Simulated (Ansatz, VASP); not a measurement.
# Two plane-wave programs on SiC

File POSCAR:

```
SiC
1.0
   -1.5387796673     -2.6652445653      0.0000000000
    1.5387796672     -2.6652445654      0.0000000000
   -0.0000000001     -2.2212148208     10.0767691650
Si C
4 4
Direct
    0.0857978574      0.0857978574      0.5940376193
    0.6274811907      0.6274811907      0.0940376193
   -0.1433836289     -0.1433836289      0.3440931819
   -0.3517336289     -0.3517336289      0.8440931819
    0.1641514648      0.1641514648      0.4060040042
    0.2891347981      0.2891347981      0.9060040042
    0.9347180302     -0.0652819698      0.1566641945
    0.7263680302     -0.2736319698      0.6566641945
```

The input INCAR.step1:

```
PREC     = Accurate       # precision mode
ENCUT    = 520            # plane-wave cutoff, eV
ISMEAR   = 0              # smearing method
SIGMA    = 0.05           # smearing width, eV
LREAL    = False          # projectors in reciprocal space
LASPH    = True           # aspherical terms in the spheres
NELM     = 80             # most SCF steps
NBANDS   = 26             # bands
GGA      = PE             # functional
ALGO     = Normal         # electronic algorithm
EDIFF    = 1E-4           # SCF threshold, eV
LWAVE    = True           # write WAVECAR
LCHARG   = False          # write CHGCAR
```

INCAR.step2

```
PREC     = Accurate       # precision mode
ENCUT    = 520            # plane-wave cutoff, eV
EDIFF    = 1E-6           # SCF threshold, eV
ISMEAR   = 0              # smearing method
SIGMA    = 0.05           # smearing width, eV
LREAL    = False          # projectors in reciprocal space
LASPH    = True           # aspherical terms in the spheres
NELM     = 80             # most SCF steps
ALGO     = Normal         # electronic algorithm
ISIF     = 2              # what is computed and relaxed
LWAVE    = False          # write WAVECAR
LCHARG   = False          # write CHGCAR
METAGGA  = R2SCAN         # meta-GGA
LMIXTAU  = True         
NBANDS   = 26             # bands
ISTART   = 1
```

File KPOINTS:

```
Automatic mesh
0
Gamma
  8 8 3
```

Input for Ansatz:

```yaml
crystal:
  lattice:
    - [-1.5387796673, -2.6652445653, 0.0]
    - [1.5387796672, -2.6652445654, 0.0]
    - [-1.0e-10, -2.2212148208, 10.076769165]
  atoms:
    - { symbol: Si, position: [0.0857978574, 0.0857978574, 0.5940376193] }
    - { symbol: Si, position: [0.6274811907, 0.6274811907, 0.0940376193] }
    - { symbol: Si, position: [-0.1433836289, -0.1433836289, 0.3440931819] }
    - { symbol: Si, position: [-0.3517336289, -0.3517336289, 0.8440931819] }
    - { symbol: C, position: [0.1641514648, 0.1641514648, 0.4060040042] }
    - { symbol: C, position: [0.2891347981, 0.2891347981, 0.9060040042] }
    - { symbol: C, position: [0.9347180302, -0.0652819698, 0.1566641945] }
    - { symbol: C, position: [0.7263680302, -0.2736319698, 0.6566641945] }
basis:
  ecutwfc: 500
kpoints:
  mp_grid: { grid: [8, 8, 3] }
hamiltonian:
  xc: r2scan
scf:
  occupations: { method: gaussian, width: 0.05 }
output:
  forces: true
  stress: true
  eigenvalues: true
```

Alike in both runs: task single point; functional r2SCAN; k mesh 8 × 8 × 3; occupations gaussian, width 0.05 eV; no spin polarisation.

```csv
,VASP,Ansatz
version,VASP 6.6.1,Ansatz 0.2.0
potentials or method,"VASP PAW PBE potentials, release 64 (Si, C), cutoff 520 eV","scalar-relativistic, plane waves, PAW"
valence electrons in the cell,32,32
```

```tsv
	VASP	Ansatz	Ansatz less VASP
gap on the k mesh at the Fermi level (eV)	0.72	0.72	+0.004
least direct gap on the mesh (eV)	1.49	1.50	+0.006
pressure (GPa)	-2.4	-2.2	+0.13
traceless stress, the component that is largest in VASP (GPa)	-6.77	-6.78	-0.014
rms of the force components (eV/Å)	0.240	0.241	+0.0013
```

VASP's potentials were made for PBE, not for r2SCAN. Atom by atom the forces differ by 0.006 eV/Å (rms over components).
